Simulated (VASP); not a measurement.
# In (P6_3/mmc) in VASP: further runs

Runs on In. Level: LDA. Tasks: relaxation of cell and atoms.

Everything below comes from runs of VASP 6.6.1. Logs are shortened: lines on timing, memory, paths and dates and some standing lists are left out, and cuts for length are marked.

**1. The cell of the first run**

The structure is hexagonal, space group P6_3/mmc (No. 194). Conventional cell: a = 3.292 Å, b = 3.292 Å, c = 5.250 Å, α = 90.00°, β = 90.00°, γ = 120.00°. In (site symmetry -6m2) has 12 In at 3.24 to 3.29 Å within 4.3 Å.

This isn't the form of In at room conditions, which is tetragonal.

**2. Relaxation of cell and atoms, LDA, target pressure 0.33 GPa, at which the enthalpy is minimised**

The input, INCAR:

```
SYSTEM = In
  PREC = Accurate
  ENCUT = 600
  EDIFF = 1E-6
  ISMEAR = -1
  SIGMA = 0.1
  LREAL = .FALSE.
  LASPH = .TRUE.
  NELM = 80
  ALGO = Normal
  ISIF = 3
  LWAVE = .FALSE.
  LCHARG = .FALSE.
  IBRION = 2
  NSW = 32
  EDIFFG = -0.005
  PSTRESS = 3.3000000000000003
```

The input, KPOINTS:

```
Automatic mesh
0
G
  14 14 7
  0 0 0
```

The input, POSCAR:

```
In
1.0
    3.2924997585      0.0000000000      0.0000000000
   -1.6462498793      2.8513884328      0.0000000000
    0.0000000000      0.0000000000      5.2496693929
In
2
Direct
    0.3333333333      0.6666666667      0.2500000000
    0.6666666667      0.3333333333      0.7500000000
```

Potentials or basis: VASP PAW LDA potentials, release 64 (In_d).

Launch:

```console
> cat potpaw_LDA.64/In_d/POTCAR > POTCAR
> mpirun -np 1 vasp_std > vasp.out
```

OUTCAR:

```text
SYSTEM = In
   PREC = Accurate
   ENCUT = 600
   EDIFF = 1E-6
   ISMEAR = -1
   LREAL = .FALSE.
   LASPH = .TRUE.
   NELM = 80
   ISIF = 3
   IBRION = 2
   NSW = 32
   EDIFFG = -0.005
   PSTRESS = 3.3000000000000003

 ion  position               nearest neighbor table
   1  0.333  0.667  0.250-   2 3.24   2 3.24   2 3.24   2 3.24   2 3.24   2 3.24
   2  0.667  0.333  0.750-   1 3.24   1 3.24   1 3.24   1 3.24   1 3.24   1 3.24

  LATTYP: Found a hexagonal cell.
 ALAT       =     3.2924997585
 C/A-ratio  =     1.5944327344

  Lattice vectors:

 A1 = (   3.2924997585,   0.0000000000,   0.0000000000)
 A2 = (  -1.6462498793,   2.8513884328,   0.0000000000)
 A3 = (   0.0000000000,   0.0000000000,   5.2496693929)

Analysis of symmetry for initial positions (statically):
=====================================================================
 Subroutine PRICEL returns:
 Original cell was already a primitive cell.

 Routine SETGRP: Setting up the symmetry group for a
 hexagonal supercell.

 Subroutine GETGRP returns: Found 24 space group operations
 (whereof 12 operations were pure point group operations)
 out of a pool of 24 trial point group operations.

The static configuration has the point symmetry D_3d.
 The point group associated with its full space group is D_6h.

Analysis of symmetry for dynamics (positions and initial velocities):
=====================================================================
 Subroutine PRICEL returns:
 Original cell was already a primitive cell.

 Routine SETGRP: Setting up the symmetry group for a
 hexagonal supercell.

 Subroutine GETGRP returns: Found 24 space group operations
 (whereof 12 operations were pure point group operations)
 out of a pool of 24 trial point group operations.

The dynamic configuration has the point symmetry D_3d.
 The point group associated with its full space group is D_6h.

 Subroutine INISYM returns: Found 24 space group operations
 (whereof 12 operations are pure point group operations),
 and found     1 'primitive' translations

----------------------------------------------------------------------------------------

                                     Primitive cell

  volume of cell :      49.2849

  direct lattice vectors                    reciprocal lattice vectors
     3.292499758  0.000000000  0.000000000     0.303720599  0.175353170  0.000000000
    -1.646249879  2.851388433  0.000000000     0.000000000  0.350706340  0.000000000
     0.000000000  0.000000000  5.249669393     0.000000000  0.000000000  0.190488186

  length of vectors
     3.292499758  3.292499759  5.249669393     0.350706340  0.350706340  0.190488186

  position of ions in fractional coordinates (direct lattice)
     0.333333333  0.666666667  0.250000000
     0.666666667  0.333333333  0.750000000

  ion indices of the primitive-cell ions
   primitive index   ion index
                 1           1
                 2           2

----------------------------------------------------------------------------------------

 KPOINTS: Automatic mesh

Automatic generation of k-mesh.
 Grid dimensions read from file:
 generate k-points for:   14   14    7

 Generating k-lattice:

  Cartesian coordinates                     Fractional coordinates (reciprocal lattice)
     0.021694329  0.012525226  0.000000000     0.071428571  0.000000000  0.000000000
     0.000000000  0.025050453  0.000000000     0.000000000  0.071428571  0.000000000
     0.000000000  0.000000000  0.027212598     0.000000000  0.000000000  0.142857143

  Length of vectors
     0.025050453  0.025050453  0.027212598

  Shift w.r.t. Gamma in fractional coordinates (k-lattice)
     0.000000000  0.000000000  0.000000000

 Subroutine IBZKPT returns following result:
 ===========================================

 Found     96 irreducible k-points:

 Following reciprocal coordinates:
            Coordinates               Weight
  0.000000  0.000000  0.000000      1.000000
  0.071429  0.000000  0.000000      6.000000
  0.142857  0.000000  0.000000      6.000000
  0.214286 -0.000000  0.000000      6.000000
  0.285714  0.000000  0.000000      6.000000
  0.357143  0.000000  0.000000      6.000000
[... 16 lines left out ...]
  0.285714  0.285714  0.000000      6.000000
  0.357143  0.285714  0.000000      6.000000
 [... further k-points ...]
   k-points           NKPTS =     96   k-points in BZ     NKDIM =     96   number of bands    NBANDS=     17
   number of dos      NEDOS =    301   number of ions     NIONS =      2
   total plane-waves  NPLWV =  32928
   dimension x,y,z NGX =    28 NGY =   28 NGZ =   42
   dimension x,y,z NGXF=    56 NGYF=   56 NGZF=   84
   ions per type =               2
   NGX,Y,Z   is equivalent  to a cutoff of  14.14, 14.14, 13.30 a.u.
   NGXF,Y,Z  is equivalent  to a cutoff of  28.28, 28.28, 26.60 a.u.
 SYSTEM =  In
   PREC   = accura    normal or accurate (medium, high low for compatibility)
   ISTART =      0    job   : 0-new  1-cont  2-samecut
   ICHARG =      2    charge: 1-file 2-atom 10-const
   ISPIN  =      1    spin polarized calculation?
   LNONCOLLINEAR =      F non collinear calculations
   LSORBIT =      F    spin-orbit coupling
   LASPH  =      T    aspherical Exc in radial PAW
   ENCUT  =  600.0 eV  44.10 Ry    6.64 a.u.   6.58  6.58 10.48*2*pi/ulx,y,z
   NELM   =     80;   NELMIN=  2; NELMDL= -5     # of ELM steps
   EDIFF  = 0.1E-05   stopping-criterion for ELM
   LREAL  =      F    real-space projection
   EDIFFG = -.5E-02   stopping-criterion for IOM
   NSW    =     32    number of steps for IOM
   IBRION =      2    ionic relax: 0-MD 1-quasi-New 2-CG
   NFREE  =      1    steps in history (QN), initial steepest desc. (CG)
   ISIF   =      3    stress and relaxation
   ISYM   =      2    0-nonsym 1-usesym 2-fastsym
   POTIM  = 0.5000    time-step for ionic-motion
   TEBEG  =    0.0;   TEEND  =   0.0 temperature during run
   PSTRESS=    3.3 pullay stress
   NELECT =      26.0000    total number of electrons
   NUPDOWN=      -1.0000    fix difference up-down
   EMIN   =  10.00;   EMAX   =-10.00  energy-range for DOS
   EFERMI =   0.00;   METHOD = LEGACY
   ISMEAR =    -1;   SIGMA  =   0.10  broadening in eV -4-tet -1-fermi 0-gaus
   EFERMI_NEDOS =   21; number of points for ismear=-14 and -15
   IALGO  =     38    algorithm
   IMIX   =      4    mixing-type and parameters
     AMIX     =   0.40;   BMIX     =  1.00
     AMIX_MAG =   1.60;   BMIX_MAG =  1.00
  volume/ion in A,a.u.               =      24.64       166.30
  Fermi-wavevector in a.u.,A,eV,Ry     =   1.322801  2.499732 23.807516  1.749803
  Thomas-Fermi vector in A             =   2.452456
   LORBIT       =      0    0 simple, 1 ext, 2 COOP (PROOUT), +10 PAW based schemes
   GGA     = CA    functional components
   LHFCALC =     F    Hartree Fock is set to
   AEXX    =    0.0000 exact exchange contribution
   IVDW    =     0    specifies the selected vdW correction
   LEPSILON=     F    determine dielectric tensor
   LRPA    =     F    only Hartree local field effects (RPA)
 conjugate gradient relaxation of ions
 non-spin polarized calculation
  energy-cutoff  :      600.00
  volume of cell :       49.28
 maximum number of plane-waves:      1683
 NGX is ok and might be reduce to    28
   NGX = 13   NGY = 13   NGZ = 21

--------------------------------------- Ionic step        1  -------------------------------------------

 number of electron      26.0000002 magnetization

 Free energy of the ion-electron system (eV)
  ---------------------------------------------------
  ext. energy  EPLUGINS =         0.00000000
  ---------------------------------------------------
  free energy    TOTEN  =        -6.42785150 eV

  energy without entropy =       -6.39872791  energy(sigma->0) =       -6.41328970

------------------------ aborting loop because EDIFF is reached ----------------------------------------

  FORCE on cell =-STRESS in cart. coord.  units (eV):
  Direction    XX          YY          ZZ          XY          YZ          ZX
  --------------------------------------------------------------------------------------
  -------------------------------------------------------------------------------------
  Total        0.1275167      0.1275167      0.1376079     -0.0000000     -0.0000000      0.0000000
  in kB        4.1453741      4.1453741      4.4734228     -0.0000000     -0.0000000      0.0000000
  external PRESSURE =       0.9547236 kB  Pullay stress =       3.3000000 kB

 VOLUME and BASIS-vectors are now :
 -----------------------------------------------------------------------------
  energy-cutoff  :      600.00
  volume of cell :       49.28
      direct lattice vectors                 reciprocal lattice vectors
     3.292499758  0.000000000  0.000000000     0.303720599  0.175353170  0.000000000
    -1.646249879  2.851388433  0.000000000     0.000000000  0.350706340  0.000000000
     0.000000000  0.000000000  5.249669393     0.000000000  0.000000000  0.190488186

 POSITION                                       TOTAL-FORCE (eV/Angst)
 -----------------------------------------------------------------------------------
     -0.00000      1.90093      1.31242         0.000000      0.000000      0.000000
      1.64625      0.95046      3.93725        -0.000000     -0.000000      0.000000
 -----------------------------------------------------------------------------------
    total drift:                               -0.000000      0.000000      0.000000

  FREE ENERGIE OF THE ION-ELECTRON SYSTEM (eV)
  ---------------------------------------------------
  free  energy   TOTEN  =        -6.4278514960 eV

  energy  without entropy=       -6.3987279129  energy(sigma->0) =       -6.41328970

  enthalpy is  TOTEN    =        -6.3263394814 eV   P V=        0.1015120145

--------------------------------------- Ionic step        2  -------------------------------------------

 number of electron      26.0000003 magnetization

 Free energy of the ion-electron system (eV)
  ---------------------------------------------------
  ext. energy  EPLUGINS =         0.00000000
  ---------------------------------------------------
  free energy    TOTEN  =        -6.42808955 eV

  energy without entropy =       -6.39895611  energy(sigma->0) =       -6.41352283

 E-fermi :   7.9134     XC(G=0): -10.8048

 val. band max:        7.9014422817   @ k =   0.2143   0.2143   0.0000
 cond. band min:       7.9241013508   @ k =   0.2857   0.2857   0.4286
 fundamental gap:      0.0226590690
 Fermi energy:         7.9134248931

 k-point     1 :       0.0000    0.0000    0.0000
  band No.  band energies     occupation
      1      -6.8122      2.00000
      2      -6.6988      2.00000
      3      -6.6848      2.00000
      4      -6.6848      2.00000
      5      -6.6465      2.00000
      6      -6.6465      2.00000
[... 9 lines left out ...]
     16      18.2392      0.00000
     17      18.2392      0.00000

 k-point     2 :       0.0714    0.0000    0.0000
  band No.  band energies     occupation
      1      -6.8043      2.00000
      2      -6.7162      2.00000
      3      -6.6685      2.00000
      4      -6.6630      2.00000
      5      -6.6452      2.00000
      6      -6.6313      2.00000
[... 9 lines left out ...]
     16      17.4670      0.00000
     17      18.7244      0.00000

 k-point     3 :       0.1429    0.0000    0.0000
  band No.  band energies     occupation
      1      -6.8019      2.00000
      2      -6.7228      2.00000
      3      -6.6516      2.00000
      4      -6.6378      2.00000
      5      -6.6295      2.00000
      6      -6.6228      2.00000
[... 392 lines left out ...]
 k-point    23 :       0.2857    0.2857    0.0000
  band No.  band energies     occupation
      1      -6.8712      2.00000
      2      -6.7203      2.00000
      3      -6.7120      2.00000
      4      -6.6663      2.00000
      5      -6.5897      2.00000
      6      -6.5265      2.00000
[... 9 lines left out ...]
     16      11.1451      0.00000
     17      11.4860      0.00000

 k-point    24 :       0.3571    0.2857    0.0000
  band No.  band energies     occupation
      1      -6.8806      2.00000
      2      -6.7191      2.00000
      3      -6.6652      2.00000
      4      -6.6497      2.00000
      5      -6.6102      2.00000
      6      -6.5686      2.00000
[... 9 lines left out ...]
     16      10.1570      0.00000
     17      11.0271      0.00000

 [... further k-points ...]

------------------------ aborting loop because EDIFF is reached ----------------------------------------

  FORCE on cell =-STRESS in cart. coord.  units (eV):
  Direction    XX          YY          ZZ          XY          YZ          ZX
  --------------------------------------------------------------------------------------
  -------------------------------------------------------------------------------------
  Total        0.0973096      0.0973096      0.1002996     -0.0000000     -0.0000000      0.0000000
  in kB        3.1566736      3.1566736      3.2536677     -0.0000000     -0.0000000      0.0000000
  external PRESSURE =      -0.1109951 kB  Pullay stress =       3.3000000 kB

 VOLUME and BASIS-vectors are now :
 -----------------------------------------------------------------------------
  energy-cutoff  :      600.00
  volume of cell :       49.39
      direct lattice vectors                 reciprocal lattice vectors
     3.294565041 -0.000000000  0.000000000     0.303530204  0.175243245  0.000000000
    -1.647282520  2.853177020  0.000000000     0.000000000  0.350486490  0.000000000
    -0.000000000 -0.000000000  5.254240182    -0.000000000 -0.000000000  0.190322476

 POSITION                                       TOTAL-FORCE (eV/Angst)
 -----------------------------------------------------------------------------------
     -0.00000      1.90212      1.31356        -0.000000      0.000000     -0.000000
      1.64728      0.95106      3.94068         0.000000     -0.000000      0.000000
 -----------------------------------------------------------------------------------
    total drift:                               -0.000000      0.000000      0.000000

  FREE ENERGIE OF THE ION-ELECTRON SYSTEM (eV)
  ---------------------------------------------------
  free  energy   TOTEN  =        -6.4280895496 eV

  energy  without entropy=       -6.3989561071  energy(sigma->0) =       -6.41352283

  enthalpy is  TOTEN    =        -6.3263616490 eV   P V=        0.1017279006

 reached required accuracy - stopping structural energy minimisation
```

Run time: 47 s. Hardware: 1 thread of AMD EPYC 9R45 (Zen 5), shared host; peak memory 0.18 GiB.

What came out:

- Free energy: -6.4281 eV
- Relaxed volume: 24.69 Å³/atom
- Relaxed cell: a = 3.295 Å, b = 3.295 Å, c = 5.254 Å, α = 90.00°, β = 90.00°, γ = 120.00°
- Space group after relaxing (to 0.1 Å): P6_3/mmc (No. 194)
- Energy change on relaxing (the run minimises the enthalpy): -0.1 meV/atom
- Ionic steps: 2
- Pressure after relaxing: 0.3 GPa
- Band gap on the k mesh: zero (bands 13 and 14 overlap by 5.43 eV)

The path:
| step | energy change (eV) | largest force (eV/Å) | pressure (GPa) | volume (Å³) |
| --- | --- | --- | --- | --- |
| 1 | 0.0000 | 0.0000 | 0.43 | 49.28 |
| 2 | -0.0002 | 0.0000 | 0.32 | 49.39 |

Final structure:
```
In
1.0
     3.29457    0.00000    0.00000
    -1.64728    2.85318    0.00000
     0.00000    0.00000    5.25424
In
2
Direct
  0.33333 0.66667 0.25000
  0.66667 0.33333 0.75000
```

Levels at points of the mesh, in eV from the Fermi level:
```
           k point  band 10  band 11  band 12  band 13  band 14  band 15  band 16  band 17
(0.00, 0.00, 0.00)   -14.26   -10.00    -4.15    -3.54     8.30     8.30    10.33    10.33
(0.50, 0.00, 0.00)   -14.23    -5.17    -4.47     0.46     0.57     0.88     3.09     3.87
```

Caveat: the cell is relaxed towards a set pressure, so the run minimises the enthalpy, not the energy; spin-orbit coupling is left out, which moves the levels of the heavy elements.

(Part 1 of 2 ends here.)
